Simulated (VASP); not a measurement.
# Fe (Fm-3m) in VASP: notebook, part 2 of 2

VASP 6.6.1. The steps go on from the part before.

## (3) Single point, PBE, collinear spin, ferromagnetic start

File INCAR:

```
SYSTEM = Fe
PREC     = Accurate       ! precision mode
ENCUT    = 520            ! plane-wave cutoff, eV
EDIFF    = 1E-6           ! SCF threshold, eV
ISMEAR   = -1             ! smearing method
SIGMA    = 0.1            ! smearing width, eV
LREAL    = .FALSE.        ! projectors in reciprocal space
LASPH    = .TRUE.         ! aspherical terms in the spheres
NELM     = 150            ! most SCF steps
ALGO     = Normal         ! electronic algorithm
ISIF     = 2              ! what is computed and relaxed
LWAVE    = .FALSE.        ! write WAVECAR
LCHARG   = .FALSE.        ! write CHGCAR
ISPIN    = 2              ! spin polarisation
MAGMOM   = 4 4            ! initial moments
LORBIT   = 11             ! projections on sites
LMAXMIX  = 4              ! l up to which the mixer works
GGA      = PE             ! functional
NBANDS   = 19             ! bands
```

File KPOINTS:

```
Automatic mesh
0
G
  12 12 6
  0 0 0
```

File POSCAR:

```
Fe
1.0
    0.0000000000      1.7545000000      1.7545000000
    1.7545000000      0.0000000000      1.7545000000
    3.5090000000      3.5090000000      0.0000000000
Fe
2
Direct
    0.0000000000      0.0000000000      0.0000000000
    0.0000000000      0.0000000000      0.5000000000
```

Potentials or basis: VASP PAW PBE potentials, release 64 (Fe).

Started as:

```bash
> cat potpaw_PBE.64/Fe/POTCAR > POTCAR
> mpirun -np 1 vasp_std > vasp.out
```

OUTCAR:

```text
SYSTEM = Fe
   PREC = Accurate
   ENCUT = 520
   EDIFF = 1E-6
   ISMEAR = -1
   LREAL = .FALSE.
   LASPH = .TRUE.
   NELM = 150
   ISIF = 2
   ISPIN = 2
   LORBIT = 11
   GGA = PE

 ion  position               nearest neighbor table
   1  0.000  0.000  0.000-   2 2.48   2 2.48   2 2.48   2 2.48   2 2.48   2 2.48
   2  0.000  0.000  0.500-   1 2.48   1 2.48   1 2.48   1 2.48   1 2.48   1 2.48

  LATTYP: Found a trigonal (rhomboedric) cell.
 ALAT       =     4.2976297537
 COS(alpha) =     0.8333333333

  Lattice vectors:

 A1 = (   3.5090000000,   1.7545000000,  -1.7545000000)
 A2 = (   1.7545000000,   1.7545000000,  -3.5090000000)
 A3 = (   1.7545000000,   3.5090000000,  -1.7545000000)

Analysis of symmetry for initial positions (statically):
=====================================================================
 Subroutine PRICEL returns following result:

  LATTYP: Found a face centered cubic cell.
 ALAT       =     3.5090000000
[... 12 lines left out ...]
 Subroutine GETGRP returns: Found 12 space group operations
 (whereof 12 operations were pure point group operations)
 out of a pool of 12 trial point group operations.

The static configuration has the point symmetry D_3d.

Analysis of symmetry for dynamics (positions and initial velocities):
=====================================================================
 Subroutine PRICEL returns following result:

  LATTYP: Found a face centered cubic cell.
 ALAT       =     3.5090000000
[... 12 lines left out ...]
 Subroutine GETGRP returns: Found 12 space group operations
 (whereof 12 operations were pure point group operations)
 out of a pool of 12 trial point group operations.

The dynamic configuration has the point symmetry D_3d.

Analysis of structural, dynamic, and magnetic symmetry:
=====================================================================
 Subroutine PRICEL returns following result:

  LATTYP: Found a face centered cubic cell.
 ALAT       =     3.5090000000
[... 12 lines left out ...]
 Subroutine GETGRP returns: Found 12 space group operations
 (whereof 12 operations were pure point group operations)
[... 155 lines left out ...]

 number of electron      15.9999992 magnetization       2.4576519

 Free energy of the ion-electron system (eV)
  ---------------------------------------------------
  ext. energy  EPLUGINS =         0.00000000
  ---------------------------------------------------
  free energy    TOTEN  =       -16.23171032 eV

  energy without entropy =      -16.12368779  energy(sigma->0) =      -16.17769906

 E-fermi :   6.3277     XC(G=0): -13.4356

 val. band max:        6.3130529138   @ k =   0.5000   0.4167   0.3333
 cond. band min:       6.3511783452   @ k =  -0.1667   0.1667   0.0000
 fundamental gap:      0.0381254315
 Fermi energy:         6.3277047394

 spin component 1

 k-point     1 :       0.0000    0.0000    0.0000
  band No.  band energies     occupation
      1      -2.3683      1.00000
      2       1.4530      1.00000
      3       4.0642      1.00000
      4       4.0643      1.00000
      5       4.3613      1.00000
      6       4.3613      1.00000
[... 517 lines left out ...]
     18      28.7846      0.00000
     19      29.4468      0.00000

 [... further k-points ...]

 spin component 2

 k-point     1 :       0.0000    0.0000    0.0000
  band No.  band energies     occupation
      1      -2.2407      1.00000
      2       2.0083      1.00000
      3       5.2668      0.99998
      4       5.2668      0.99998
      5       5.2668      0.99998
      6       5.3875      0.99992
[... 517 lines left out ...]
     18      29.1893      0.00000
     19      29.5711      0.00000

 [... further k-points ...]
[... 5 lines left out ...]
  --------------------------------------------------------------------------------------
  -------------------------------------------------------------------------------------
  Total       -0.4273803     -0.4273803     -0.4273803     -0.0000218      0.0000218      0.0000218
  in kB      -31.6960357    -31.6960357    -31.6960357     -0.0016179      0.0016179      0.0016179
  external PRESSURE =     -31.6960357 kB  Pullay stress =       0.0000000 kB

 VOLUME and BASIS-vectors are now :
 -----------------------------------------------------------------------------
  energy-cutoff  :      520.00
  volume of cell :       21.60
      direct lattice vectors                 reciprocal lattice vectors
     0.000000000  1.754500000  1.754500000    -0.284981476  0.284981476  0.284981476
     1.754500000  0.000000000  1.754500000     0.284981476 -0.284981476  0.284981476
     3.509000000  3.509000000  0.000000000     0.142490738  0.142490738 -0.142490738

 POSITION                                       TOTAL-FORCE (eV/Angst)
 -----------------------------------------------------------------------------------
      0.00000      0.00000      0.00000        -0.000000     -0.000000     -0.000000
      1.75450      1.75450      0.00000         0.000000      0.000000      0.000000
 -----------------------------------------------------------------------------------
    total drift:                               -0.000000     -0.000000      0.000000

  FREE ENERGIE OF THE ION-ELECTRON SYSTEM (eV)
  ---------------------------------------------------
  free  energy   TOTEN  =       -16.2317103235 eV

  energy  without entropy=      -16.1236877934  energy(sigma->0) =      -16.17769906

 total charge

# of ion       s       p       d       tot
------------------------------------------
    1        0.512   0.582   6.279   7.373
    2        0.512   0.582   6.279   7.373
--------------------------------------------------
tot          1.024   1.164  12.558  14.746

 magnetization (x)

# of ion       s       p       d       tot
------------------------------------------
    1       -0.007  -0.023   1.247   1.217
    2       -0.007  -0.023   1.247   1.217
--------------------------------------------------
tot         -0.014  -0.046   2.493   2.434
```

OSZICAR:

```text
N       E                     dE             d eps       ncg     rms          rms(c)
DAV:   1     0.785944882341E+02    0.78594E+02   -0.78609E+03  8088   0.116E+03
DAV:   2    -0.133641544105E+02   -0.91959E+02   -0.81982E+02  7511   0.203E+02
DAV:   3    -0.168864009542E+02   -0.35222E+01   -0.33828E+01  8238   0.507E+01
DAV:   4    -0.169144548341E+02   -0.28054E-01   -0.28040E-01  8417   0.429E+00
DAV:   5    -0.169147541732E+02   -0.29934E-03   -0.29933E-03  8438   0.408E-01    0.188E+01
DAV:   6    -0.161972275016E+02    0.71753E+00   -0.51760E+00  8071   0.475E+01    0.497E+00
DAV:   7    -0.161991413257E+02   -0.19138E-02   -0.34970E-01  8837   0.975E+00    0.468E+00
DAV:   8    -0.161980879005E+02    0.10534E-02   -0.77121E-03 10685   0.131E+00    0.197E+00
DAV:   9    -0.162092259190E+02   -0.11138E-01   -0.60793E-03  9627   0.157E+00    0.145E+00
DAV:  10    -0.162243366404E+02   -0.15111E-01   -0.76789E-03 11027   0.141E+00    0.104E+00
DAV:  11    -0.162315840596E+02   -0.72474E-02   -0.35189E-03  9780   0.106E+00    0.393E-01
DAV:  12    -0.162316875653E+02   -0.10351E-03   -0.16437E-03 11019   0.599E-01    0.142E-01
DAV:  13    -0.162317127862E+02   -0.25221E-04   -0.99573E-05  9567   0.175E-01    0.224E-02
DAV:  14    -0.162317103325E+02    0.24537E-05   -0.19122E-05 10457   0.497E-02    0.181E-02
DAV:  15    -0.162317103235E+02    0.90329E-08   -0.11283E-06  6187   0.167E-02
   1 F= -.16231710E+02 E0= -.16177699E+02  d E =-.108023E+00  mag=     2.4496
```

stdout:

```text
POSCAR found type information on POSCAR Fe
 POSCAR found :  1 types and       2 ions
 scaLAPACK will be used
 LDA part: xc-table for (Slater+PW92), standard interpolation
 -----------------------------------------------------------------------------
|                                                                             |
|           W    W    AA    RRRRR   N    N  II  N    N   GGGG   !!!           |
|           W    W   A  A   R    R  NN   N  II  NN   N  G    G  !!!           |
|           W    W  A    A  R    R  N N  N  II  N N  N  G       !!!           |
|           W WW W  AAAAAA  RRRRR   N  N N  II  N  N N  G  GGG   !            |
|           WW  WW  A    A  R   R   N   NN  II  N   NN  G    G                |
|           W    W  A    A  R    R  N    N  II  N    N   GGGG   !!!           |
|                                                                             |
|     Your reciprocal lattice and k-lattice belong to different lattice       |
|     classes:                                                                |
|                                                                             |
|        The reciprocal lattice is rhombohedral (trigonal),                   |
|        whereas your k-lattice is body-centered cubic.                       |
|                                                                             |
|     Results are often still useful ...                                      |
|                                                                             |
 -----------------------------------------------------------------------------

 POSCAR, INCAR and KPOINTS ok, starting setup
 FFT: planning ... GRIDC
 FFT: planning ... GRID_SOFT
 FFT: planning ... GRID
 WAVECAR not read
 entering main loop
```

Run time: 55 s. Hardware: 1 thread of AMD EPYC 9R14 (Zen 4), shared host; peak memory 0.15 GiB.

What came out:

```
Free energy                                           : -16.2317 eV
Pressure                                              : -3.2 GPa
Net moment                                            : 2.46 μB per cell
Site moments                                          : Fe +1.22 μB
Valence electrons inside the program's atomic spheres : Fe 7.37
```

Caveat: the moment fell far below its start of 4 μB, so a state of higher moment may lie lower in energy.

## (4) Single point, PBE, collinear spin, antiferromagnetic start

File INCAR:

```
SYSTEM = Fe
  PREC = Accurate
  ENCUT = 520
  EDIFF = 1E-6
  ISMEAR = -1
  SIGMA = 0.1
  LREAL = .False.
  LASPH = .True.
  NELM = 150
  ALGO = Normal
  ISIF = 2
  LWAVE = .False.
  LCHARG = .False.
  ISPIN = 2
  MAGMOM = 4 -4
  LORBIT = 11
  LMAXMIX = 4
  GGA = PE
  NBANDS = 19
```

File KPOINTS:

```
regular mesh
0
Gamma
  12 12 6
  0 0 0
```

POSCAR is that of step 3.

Started as:

```bash
> cat potpaw_PBE.64/Fe/POTCAR > POTCAR
> mpirun -np 1 vasp_std > vasp.out
```

Wall time 64 s (1 thread of AMD EPYC 9R14 (Zen 4), shared host); peak memory 0.15 GiB.

Results (log left out):

```yaml
Free_energy: -16.2174 eV
Pressure: -4.9 GPa
Band_gap_on_the_k_mesh: zero (filled and empty bands overlap)
Net_moment: 0.00 μB per cell
Site_moments: Fe +1.23, -1.23 μB
Valence_electrons_inside_the_program's_atomic_spheres: Fe 7.37
```

Stress tensor (GPa, compression positive):
```
-4.87  2.75 -2.75
 2.75 -4.87 -2.75
-2.75 -2.75 -4.87
```

Levels at points of the mesh, in eV from the Fermi level:
Spin up:
```csv
k point,band 6,band 7,band 8,band 9,band 10,band 11
"(0.00, 0.00, 0.00)",-1.51,-1.51,-0.16,-0.16,0.03,1.14
"(0.50, 0.00, 0.00)",0.06,0.32,0.75,1.10,1.19,1.59
"(0.00, 0.00, 0.50)",-1.74,-0.80,-0.80,-0.76,-0.76,0.71
"(0.50, 0.00, 0.50)",-1.26,-1.26,0.18,0.34,1.57,3.34
```
Spin down:
```
           k point  band 6  band 7  band 8  band 9  band 10  band 11
(0.00, 0.00, 0.00)   -1.51   -1.51   -0.16   -0.16     0.03     1.14
(0.50, 0.00, 0.00)    0.06    0.32    0.75    1.10     1.19     1.59
(0.00, 0.00, 0.50)   -1.74   -0.80   -0.80   -0.76    -0.76     0.71
(0.50, 0.00, 0.50)   -1.26   -1.26    0.18    0.34     1.57     3.34
```

Caveat: the moment fell far below its start of 4 μB, so a state of higher moment may lie lower in energy.

## (5) Single point, PBE, collinear spin, ferromagnetic start

File INCAR:

```
PREC = Accurate ; ENCUT = 520
EDIFF = 1E-6 ; ISMEAR = -1
SIGMA = 0.1 ; LREAL = F
LASPH = T ; NELM = 150
ALGO = Normal ; ISIF = 2
LWAVE = F ; LCHARG = F
ISPIN = 2 ; MAGMOM = 1.31 1.31
LORBIT = 11 ; LMAXMIX = 4
GGA = PE ; NBANDS = 19
```

File KPOINTS:

```
Automatic mesh
0
Gamma
  12 12 6
```

POSCAR is that of step 4.

Started as:

```bash
> cat potpaw_PBE.64/Fe/POTCAR > POTCAR
> mpirun -np 1 vasp_std > vasp.out
```

Wall time 58 s (1 thread of AMD EPYC 9R14 (Zen 4), shared host); peak memory 0.15 GiB.

It converged, with:

```
Free energy                                           : -16.2317 eV
Pressure                                              : -3.1 GPa
Net moment                                            : 2.45 μB per cell
Site moments                                          : Fe +1.21 μB
Valence electrons inside the program's atomic spheres : Fe 7.37
```

Levels at points of the mesh, in eV from the Fermi level:
Spin up:
| k point | band 6 | band 7 | band 8 | band 9 | band 10 | band 11 | band 12 | band 13 |
| --- | --- | --- | --- | --- | --- | --- | --- | --- |
| (0.00, 0.00, 0.00) | -1.96 | -1.96 | -0.94 | -0.94 | 0.05 | 0.26 | 0.26 | 7.44 |
| (0.50, 0.00, 0.00) | -0.02 | 0.05 | 0.26 | 0.26 | 0.66 | 0.66 | 2.96 | 7.44 |
| (0.00, 0.00, 0.50) | -1.85 | -1.85 | -1.85 | -0.68 | -0.68 | -0.68 | -0.68 | 15.50 |
| (0.50, 0.00, 0.50) | -1.94 | -1.17 | -1.17 | 0.36 | 0.36 | 3.30 | 3.30 | 9.72 |
Spin down:
```
           k point  band 5  band 6  band 7  band 8  band 9  band 10
(0.00, 0.00, 0.00)   -1.06   -0.94   -0.94    0.14    0.85     0.85
(0.50, 0.00, 0.00)   -0.94    0.14    1.63    1.63    1.70     1.70
(0.00, 0.00, 0.50)   -0.71   -0.71   -0.71   -0.71    0.86     0.86
(0.50, 0.00, 0.50)   -1.15   -1.15    0.26    0.26    1.70     1.70
```

## (6) Single point, PBE, collinear spin, ferromagnetic start

Changes to INCAR since step 5:

```diff
@@ -6,3 +6,3 @@
 LWAVE = F ; LCHARG = F
-ISPIN = 2 ; MAGMOM = 1.31 1.31
+ISPIN = 2 ; MAGMOM = 4 4
 LORBIT = 11 ; LMAXMIX = 4
```

File KPOINTS:

```
regular mesh
0
Gamma
  12 12 6
```

POSCAR is that of step 5.

Potentials or basis: VASP PAW PBE potentials, release 64 (Fe).

Started as:

```bash
> cat potpaw_PBE.64/Fe/POTCAR > POTCAR
> mpirun -np 1 vasp_std > vasp.out
```

Wall time 52 s (1 thread of AMD EPYC 9R14 (Zen 4), shared host); peak memory 0.15 GiB.

It converged, with:

| Item | Value |
| --- | --- |
| Free energy | -16.2317 eV |
| Pressure | -3.2 GPa |
| Net moment | 2.46 μB per cell |
| Site moments | Fe +1.22 μB |
| Valence electrons inside the program's atomic spheres | Fe 7.37 |

Levels at points of the mesh, in eV from the Fermi level:
Spin up:
```tsv
k point	band 7	band 8	band 9	band 10	band 11	band 12
(0.00, 0.00, 0.00)	-1.97	-0.94	-0.94	0.05	0.26	0.26
(0.50, 0.00, 0.00)	0.05	0.26	0.26	0.66	0.66	2.96
(0.00, 0.00, 0.50)	-1.85	-1.85	-0.68	-0.68	-0.68	-0.68
(0.50, 0.00, 0.50)	-1.17	-1.17	0.36	0.36	3.30	3.30
```
Spin down:
| k point | band 5 | band 6 | band 7 | band 8 | band 9 | band 10 |
| --- | --- | --- | --- | --- | --- | --- |
| (0.00, 0.00, 0.00) | -1.06 | -0.94 | -0.94 | 0.14 | 0.85 | 0.85 |
| (0.50, 0.00, 0.00) | -0.94 | 0.14 | 1.63 | 1.63 | 1.70 | 1.70 |
| (0.00, 0.00, 0.50) | -0.70 | -0.70 | -0.70 | -0.70 | 0.86 | 0.86 |
| (0.50, 0.00, 0.50) | -1.15 | -1.15 | 0.26 | 0.26 | 1.70 | 1.70 |

Caveat: the moment fell far below its start of 4 μB, so a state of higher moment may lie lower in energy.

## (7) Overview

```tsv
spin	gap on the mesh (eV)	pressure (GPa)	moment (μB)
off	none	-13.1	-
collinear, ferromagnetic start	none	-3.2	2.46
collinear, antiferromagnetic start	none	-4.9	0.00
```

Alike in all rows: task single point; level PBE; potentials or basis VASP PAW PBE potentials, release 64 (Fe); cell as given; k mesh 12 × 12 × 6; cutoff (eV) 520; smearing fermi-dirac 0.1 eV.

Every run on the cell as given and a fine mesh finds a metal.

Caveats: the moment fell far below its start of 4 μB, so a state of higher moment may lie lower in energy (some runs).

Absolute energies hang on the potentials; compare differences alone.
